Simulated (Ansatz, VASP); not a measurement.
## One calculation of Rb2TcF6, two programs

```
Rb Tc F
1.0
     5.94900    0.00000    0.00000
    -2.97450    5.15199    0.00000
     0.00000    0.00000    4.75900
Rb Tc F
2 1 6
Direct
  0.33333 0.66667 0.30030
  0.66667 0.33333 0.69970
  0.00000 0.00000 0.00000
  0.31370 0.15685 0.22290
  0.84315 0.15685 0.22290
  0.84315 0.68630 0.22290
  0.15685 0.31370 0.77710
  0.15685 0.84315 0.77710
  0.68630 0.84315 0.77710
```

Alike in both runs: task single point; functional LDA; k mesh 4 × 4 × 4; occupations gaussian, width 0.05 eV; collinear spin; Hubbard terms Tc d U = 8.0 eV.

```csv
,VASP,Ansatz
version,VASP 6.6.1,Ansatz 0.2.0
potentials or method,"VASP PAW LDA potentials, release 64 (Rb_sv, Tc_pv, F), cutoff 520 eV","scalar-relativistic, plane waves, PAW"
valence electrons in the cell,73,75
```

VASP gave:

| Item | Value |
| --- | --- |
| gap on the k mesh at the Fermi level (eV) | 5.52 |
| least direct gap on the mesh (eV) | 5.54 |
| pressure (GPa) | -0.9 |
| traceless stress, the component that is largest in VASP (GPa) | -0.24 |
| rms of the force components (eV/Å) | 0.174 |
| net moment per atom (μB) | 0.33 |
| size of the moment on the site where the two differ most (μB) | 2.81 |

Which values does Ansatz return?

gap on the k mesh at the Fermi level (eV): 5.21; least direct gap on the mesh (eV): 5.21; pressure (GPa): -1.5; traceless stress, the component that is largest in VASP (GPa): -0.22; rms of the force components (eV/Å): 0.101; net moment per atom (μB): 0.33; size of the moment on the site where the two differ most (μB): 1.78.

LDA's correlation is that of Perdew and Zunger in VASP and of Perdew and Wang (1992) in Ansatz. Site moments also hang on the region over which each program counts them. The programs project onto different local orbitals, so the same U acts differently, and such runs can settle in different states. Atom by atom the forces differ by 0.073 eV/Å (rms over components). VASP's potentials hold 73 valence electrons a cell and Ansatz's 75, so a difference there can come from the potentials and not from the codes. Ansatz's warnings: specified occupation not kept, symmetry narrowed by occupation matrices.
